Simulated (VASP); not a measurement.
# Ru in VASP: single point with r2SCAN

Aim: the single point of Ru with r2SCAN.

All numbers are computed with VASP 6.6.1; they aren't measurements. Logs are shortened: lines on timing, memory, paths and dates and some standing lists are left out, and cuts for length are marked.

### 1 The cell of the first run

The cell holds a slab with vacuum, 16 atoms: a = 5.400 Å, b = 5.400 Å, c = 19.415 Å, α = 90.00°, β = 90.00°, γ = 60.00°.

### 2 Single point, r2SCAN

Input file POSCAR:

```
Ru
1.0
    5.3999998958      0.0000000000      0.0000000000
    2.6999999479      4.6765370902      0.0000000000
    0.0000000000      0.0000000000     19.4152000000
Ru
16
Direct
   -0.1666666667      0.3333333333      0.0515060000
    0.3333333333      0.3333333333      0.0515060000
   -0.1666666667      0.8333333333      0.0515060000
    0.3333333333      0.8333333333      0.0515060000
    0.0000000000      0.0000000000      0.1556349341
    0.5000000000      0.0000000000      0.1556349341
    0.0000000000      0.5000000000      0.1556349341
    0.5000000000      0.5000000000      0.1556349341
   -0.1666666667      0.3333333333      0.2673441410
    0.3333333333      0.3333333333      0.2673441410
   -0.1666666667      0.8333333333      0.2673441410
    0.3333333333      0.8333333333      0.2673441410
    0.0000000000      0.0000000000      0.3717460839
    0.5000000000      0.0000000000      0.3717460839
    0.0000000000      0.5000000000      0.3717460839
    0.5000000000      0.5000000000      0.3717460839
```

Input file INCAR.step1:

```
PREC = Accurate
ENCUT = 460
ISMEAR = -1
SIGMA = 0.05
LREAL = Auto
LASPH = True
NELM = 120
NBANDS = 142
GGA = PE
ALGO = Normal
EDIFF = 1E-5
LWAVE = True
LCHARG = False
GGA_COMPAT = False
NELMDL = -8
```

Input file INCAR.step2:

```
PREC = Accurate
ENCUT = 460
EDIFF = 1E-6
ISMEAR = -1
SIGMA = 0.05
LREAL = Auto
LASPH = True
NELM = 120
ALGO = Normal
ISIF = 2
LWAVE = False
LCHARG = True
METAGGA = R2SCAN
LMIXTAU = True
LELF = True
LVHAR = True
NBANDS = 142
ISTART = 1
GGA_COMPAT = False
```

Input file KPOINTS:

```
regular mesh
0
Gamma
  2 2 1
```

Potentials or basis: VASP PAW PBE potentials, release 64 (Ru_sv).

The run is started by

```sh
$ cat potpaw_PBE.64/Ru_sv/POTCAR > POTCAR
$ cp INCAR.step1 INCAR
$ mpirun -np 1 vasp_std > vasp.out
$ cp INCAR.step2 INCAR
$ mpirun -np 1 vasp_std > vasp.out
```

OUTCAR:

```text
PREC = Accurate
   ENCUT = 460
   EDIFF = 1E-6
   ISMEAR = -1
   LREAL = Auto
   LASPH = True
   NELM = 120
   ISIF = 2
   METAGGA = R2SCAN
   ISTART = 1

 ion  position               nearest neighbor table
   1  0.833  0.333  0.052-   8 2.55   5 2.55   7 2.55   2 2.70   2 2.70   3 2.70   4 2.70   3 2.70
                             4 2.70
   2  0.333  0.333  0.052-   7 2.55   6 2.55   8 2.55   1 2.70   1 2.70   3 2.70   4 2.70   4 2.70
                             3 2.70
   3  0.833  0.833  0.052-   6 2.55   7 2.55   5 2.55   4 2.70   4 2.70   1 2.70   2 2.70   2 2.70
                             1 2.70
   4  0.333  0.833  0.052-   5 2.55   8 2.55   6 2.55   3 2.70   3 2.70   1 2.70   2 2.70   1 2.70
                             2 2.70
   5  0.000  0.000  0.156-   4 2.55   1 2.55   3 2.55  12 2.67   9 2.67  11 2.67   6 2.70   6 2.70
                             7 2.70   8 2.70   7 2.70   8 2.70
   6  0.500  0.000  0.156-   3 2.55   2 2.55   4 2.55  11 2.67  10 2.67  12 2.67   5 2.70   5 2.70
                             7 2.70   8 2.70   8 2.70   7 2.70
   7  0.000  0.500  0.156-   2 2.55   3 2.55   1 2.55  10 2.67  11 2.67   9 2.67   8 2.70   8 2.70
                             5 2.70   6 2.70   6 2.70   5 2.70
   8  0.500  0.500  0.156-   1 2.55   4 2.55   2 2.55   9 2.67  12 2.67  10 2.67   7 2.70   7 2.70
                             5 2.70   6 2.70   5 2.70   6 2.70
   9  0.833  0.333  0.267-  16 2.56  13 2.56  15 2.56   8 2.67   5 2.67   7 2.67  10 2.70  10 2.70
                            11 2.70  12 2.70  11 2.70  12 2.70
  10  0.333  0.333  0.267-  15 2.56  14 2.56  16 2.56   7 2.67   6 2.67   8 2.67   9 2.70   9 2.70
                            11 2.70  12 2.70  12 2.70  11 2.70
  11  0.833  0.833  0.267-  14 2.56  15 2.56  13 2.56   6 2.67   7 2.67   5 2.67  12 2.70  12 2.70
                             9 2.70  10 2.70  10 2.70   9 2.70
  12  0.333  0.833  0.267-  13 2.56  16 2.56  14 2.56   5 2.67   8 2.67   6 2.67  11 2.70  11 2.70
                             9 2.70  10 2.70   9 2.70  10 2.70
  13  0.000  0.000  0.372-  12 2.56   9 2.56  11 2.56  14 2.70  14 2.70  15 2.70  16 2.70  15 2.70
                            16 2.70
  14  0.500  0.000  0.372-  11 2.56  10 2.56  12 2.56  13 2.70  13 2.70  15 2.70  16 2.70  16 2.70
                            15 2.70
  15  0.000  0.500  0.372-  10 2.56  11 2.56   9 2.56  16 2.70  16 2.70  13 2.70  14 2.70  14 2.70
                            13 2.70
  16  0.500  0.500  0.372-   9 2.56  12 2.56  10 2.56  15 2.70  15 2.70  13 2.70  14 2.70  13 2.70
                            14 2.70

  LATTYP: Found a hexagonal cell.
 ALAT       =     5.3999998958
 C/A-ratio  =     3.5954074768

  Lattice vectors:

 A1 = (  -2.6999999479,  -4.6765370902,   0.0000000000)
 A2 = (   5.3999998958,   0.0000000000,   0.0000000000)
 A3 = (   0.0000000000,   0.0000000000,  19.4152000000)

Analysis of symmetry for initial positions (statically):
=====================================================================
 Subroutine PRICEL returns following result:

  LATTYP: Found a hexagonal cell.
 ALAT       =     2.6999999479
 C/A-ratio  =     7.1908149536

  Lattice vectors:

 A1 = (  -1.3499999740,  -2.3382685451,   0.0000000000)
 A2 = (   2.6999999479,   0.0000000000,   0.0000000000)
 A3 = (   0.0000000000,   0.0000000000,  19.4152000000)

   4 primitive cells build up your supercell.

 Routine SETGRP: Setting up the symmetry group for a
 hexagonal supercell.

 Subroutine GETGRP returns: Found  6 space group operations
 (whereof  6 operations were pure point group operations)
 out of a pool of 24 trial point group operations.

The static configuration has the point symmetry C_3v.

Analysis of symmetry for dynamics (positions and initial velocities):
=====================================================================
 Subroutine PRICEL returns following result:

  LATTYP: Found a hexagonal cell.
 ALAT       =     2.6999999479
 C/A-ratio  =     7.1908149536

  Lattice vectors:

 A1 = (  -1.3499999740,  -2.3382685451,   0.0000000000)
 A2 = (   2.6999999479,   0.0000000000,   0.0000000000)
 A3 = (   0.0000000000,   0.0000000000,  19.4152000000)

   4 primitive cells build up your supercell.

 Routine SETGRP: Setting up the symmetry group for a
 hexagonal supercell.

 Subroutine GETGRP returns: Found  6 space group operations
 (whereof  6 operations were pure point group operations)
 out of a pool of 24 trial point group operations.

The dynamic configuration has the point symmetry C_3v.

 Subroutine INISYM returns: Found  6 space group operations
 (whereof  6 operations are pure point group operations),
 and found     4 'primitive' translations

----------------------------------------------------------------------------------------

                                     Primitive cell

  volume of cell :     122.5745

  direct lattice vectors                    reciprocal lattice vectors
    -1.349999974 -2.338268545  0.000000000     0.000000000 -0.427666874  0.000000000
     2.699999948  0.000000000  0.000000000     0.370370378 -0.213833437  0.000000000
     0.000000000  0.000000000 19.415200000     0.000000000  0.000000000  0.051506037

  length of vectors
     2.699999948  2.699999948 19.415200000     0.427666874  0.427666874  0.051506037

  position of ions in fractional coordinates (direct lattice)
     0.333333333  0.666666667  0.051506000
     0.000000000  1.000000000  0.155634934
     0.333333333  0.666666667  0.267344141
     0.000000000  1.000000000  0.371746084

  ion indices of the primitive-cell ions
   primitive index   ion index
                 1           1
                 2           7
                 3           9
                 4          15

----------------------------------------------------------------------------------------

 KPOINTS: regular mesh

Automatic generation of k-mesh.
 Grid dimensions read from file:
 generate k-points for:    2    2    1

 Generating k-lattice:

  Cartesian coordinates                     Fractional coordinates (reciprocal lattice)
     0.092592594 -0.053458359  0.000000000     0.500000000 -0.000000000  0.000000000
     0.000000000  0.106916719  0.000000000     0.000000000  0.500000000  0.000000000
     0.000000000  0.000000000  0.051506037     0.000000000  0.000000000  1.000000000

  Length of vectors
     0.106916719  0.106916719  0.051506037

  Shift w.r.t. Gamma in fractional coordinates (k-lattice)
     0.000000000  0.000000000  0.000000000

 Subroutine IBZKPT returns following result:
 ===========================================

 Found      2 irreducible k-points:

 Following reciprocal coordinates:
            Coordinates               Weight
  0.000000  0.000000  0.000000      1.000000
  0.500000  0.000000  0.000000      3.000000
   k-points           NKPTS =      2   k-points in BZ     NKDIM =      2   number of bands    NBANDS=    142
   number of dos      NEDOS =    301   number of ions     NIONS =     16
   total plane-waves  NPLWV = 224000
   dimension x,y,z NGX =    40 NGY =   40 NGZ =  140
   dimension x,y,z NGXF=    80 NGYF=   80 NGZF=  280
   ions per type =              16
   NGX,Y,Z   is equivalent  to a cutoff of  12.31, 12.31, 11.99 a.u.
   NGXF,Y,Z  is equivalent  to a cutoff of  24.63, 24.63, 23.98 a.u.
 SYSTEM =  unknown system
   PREC   = accura    normal or accurate (medium, high low for compatibility)
   ISTART =      1    job   : 0-new  1-cont  2-samecut
   ICHARG =      0    charge: 1-file 2-atom 10-const
   ISPIN  =      1    spin polarized calculation?
   LNONCOLLINEAR =      F non collinear calculations
   LSORBIT =      F    spin-orbit coupling
   LASPH  =      T    aspherical Exc in radial PAW
   ENCUT  =  460.0 eV  33.81 Ry    5.81 a.u.   9.44  9.44 33.95*2*pi/ulx,y,z
   NELM   =    120;   NELMIN=  2; NELMDL=  0     # of ELM steps
   EDIFF  = 0.1E-05   stopping-criterion for ELM
   LREAL  =      T    real-space projection
   EDIFFG = 0.1E-04   stopping-criterion for IOM
   NSW    =      0    number of steps for IOM
[... 5 lines left out ...]
   TEBEG  =    0.0;   TEEND  =   0.0 temperature during run
   PSTRESS=    0.0 pullay stress
   NELECT =     256.0000    total number of electrons
   NUPDOWN=      -1.0000    fix difference up-down
   EMIN   =  10.00;   EMAX   =-10.00  energy-range for DOS
   EFERMI =   0.00;   METHOD = LEGACY
   ISMEAR =    -1;   SIGMA  =   0.05  broadening in eV -4-tet -1-fermi 0-gaus
   EFERMI_NEDOS =   21; number of points for ismear=-14 and -15
   IALGO  =     38    algorithm
   IMIX   =      4    mixing-type and parameters
     AMIX     =   0.40;   BMIX     =  1.00
     AMIX_MAG =   1.60;   BMIX_MAG =  1.00
  volume/ion in A,a.u.               =      30.64       206.79
  Fermi-wavevector in a.u.,A,eV,Ry     =   1.318261  2.491153 23.644377  1.737813
  Thomas-Fermi vector in A             =   2.448244
   LORBIT       =      0    0 simple, 1 ext, 2 COOP (PROOUT), +10 PAW based schemes
   METAGGA = R2SCAN    functional components
   LHFCALC =     F    Hartree Fock is set to
   AEXX    =    0.0000 exact exchange contribution
   IVDW    =     0    specifies the selected vdW correction
   LEPSILON=     F    determine dielectric tensor
   LRPA    =     F    only Hartree local field effects (RPA)
 non-spin polarized calculation
  energy-cutoff  :      460.00
  volume of cell :      490.30
 maximum number of plane-waves:     11023
 NGX is ok and might be reduce to    40
   NGX = 19   NGY = 19   NGZ = 67

 number of electron     255.9999986 magnetization

 Free energy of the ion-electron system (eV)
  ---------------------------------------------------
  ext. energy  EPLUGINS =         0.00000000
  ---------------------------------------------------
  free energy    TOTEN  =      -399.81562522 eV

  energy without entropy =     -399.46479695  energy(sigma->0) =     -399.64021108

 E-fermi :   4.1484     XC(G=0):  -7.7612

 val. band max:        4.1327717156   @ k =   0.0000   0.0000   0.0000
 cond. band min:       4.1680519592   @ k =   0.5000   0.0000   0.0000
 fundamental gap:      0.0352802436
 Fermi energy:         4.1483916011

 k-point     1 :       0.0000    0.0000    0.0000
  band No.  band energies     occupation
      1     -71.3412      2.00000
      2     -71.2418      2.00000
      3     -71.1736      2.00000
      4     -71.1736      2.00000
      5     -71.1736      2.00000
      6     -71.1391      2.00000
[... 132 lines left out ...]
    139       5.6317      0.00000
    140       5.6317      0.00000

 k-point     2 :       0.5000    0.0000    0.0000
  band No.  band energies     occupation
      1     -71.2621      2.00000
      2     -71.2621      2.00000
      3     -71.1866      2.00000
      4     -71.1866      2.00000
      5     -71.1740      2.00000
      6     -71.1740      2.00000
[... 132 lines left out ...]
    139       5.2176      0.00000
    140       5.2176      0.00000
 [bands above 140 left out]

------------------------ aborting loop because EDIFF is reached ----------------------------------------

  FORCE on cell =-STRESS in cart. coord.  units (eV):
  Direction    XX          YY          ZZ          XY          YZ          ZX
  --------------------------------------------------------------------------------------
  -------------------------------------------------------------------------------------
  Total       -9.5979687     -9.5979687     -0.8209178     -0.0000000      0.0000000     -0.0000000
  in kB      -31.3638889    -31.3638889     -2.6825650     -0.0000000      0.0000000     -0.0000000
  external PRESSURE =     -21.8034476 kB  Pullay stress =       0.0000000 kB

 VOLUME and BASIS-vectors are now :
 -----------------------------------------------------------------------------
  energy-cutoff  :      460.00
  volume of cell :      490.30
      direct lattice vectors                 reciprocal lattice vectors
     5.399999896  0.000000000  0.000000000     0.185185189 -0.106916719  0.000000000
     2.699999948  4.676537090  0.000000000     0.000000000  0.213833437  0.000000000
     0.000000000  0.000000000 19.415200000     0.000000000  0.000000000  0.051506037

 POSITION                                       TOTAL-FORCE (eV/Angst)
 -----------------------------------------------------------------------------------
      5.40000      1.55885      1.00000         0.000000      0.000000     -0.062239
      2.70000      1.55885      1.00000        -0.000000      0.000000     -0.062239
      6.75000      3.89711      1.00000         0.000000      0.000000     -0.062239
      4.05000      3.89711      1.00000         0.000000      0.000000     -0.062239
      0.00000      0.00000      3.02168        -0.000000      0.000000      0.049356
      2.70000      0.00000      3.02168         0.000000      0.000000      0.049356
[... 8 lines left out ...]
      1.35000      2.33827      7.21752         0.000000      0.000000     -0.007588
      4.05000      2.33827      7.21752         0.000000      0.000000     -0.007588
 -----------------------------------------------------------------------------------
    total drift:                                0.000006      0.000004     -0.054635

  FREE ENERGIE OF THE ION-ELECTRON SYSTEM (eV)
  ---------------------------------------------------
  free  energy   TOTEN  =      -399.8156252166 eV

  energy  without entropy=     -399.4647969507  energy(sigma->0) =     -399.64021108
```

Wall time 12 min (1 thread of Intel Xeon Platinum 8488C (Sapphire Rapids), shared host); peak memory 0.57 GiB.

What came out:

```
Free energy            : -399.8156 eV
Largest force          : 0.062 eV/Å
Band gap on the k mesh : zero (bands 128 and 129 overlap by 1.17 eV)
```

Forces on the atoms (eV/Å):
```
Ru   0.000  0.000 -0.062
Ru   0.000  0.000 -0.062
Ru   0.000  0.000 -0.062
Ru   0.000  0.000 -0.062
Ru   0.000  0.000  0.049
Ru   0.000  0.000  0.049
Ru   0.000  0.000  0.049
Ru   0.000  0.000  0.049
Ru   0.000  0.000  0.020
Ru   0.000  0.000  0.020
Ru   0.000  0.000  0.020
Ru   0.000  0.000  0.020
Ru   0.000  0.000 -0.008
Ru   0.000  0.000 -0.008
Ru   0.000  0.000 -0.008
Ru   0.000  0.000 -0.008
```

Levels at points of the mesh, in eV from the Fermi level:
```tsv
k point	band 120	band 121	band 122	band 123	band 124	band 125	band 126	band 127	band 128	band 129
(0.00, 0.00, 0.00)	0.03	0.07	0.07	0.07	0.15	0.15	0.15	1.06	1.06	1.06
(0.50, 0.00, 0.00)	-1.71	-1.24	-1.24	-0.77	-0.77	-0.71	-0.71	-0.61	-0.61	-0.10
```

Caveat: the k points lie up to 0.67 Å⁻¹ apart, too coarse for converged energies and pressures of a metal; there is no dipole correction, which matters where the two faces differ; the PAW data sets were made with another functional, which shifts forces and pressure a little.

The gap in the log of VASP goes by the Fermi energy; the results here count the filled bands.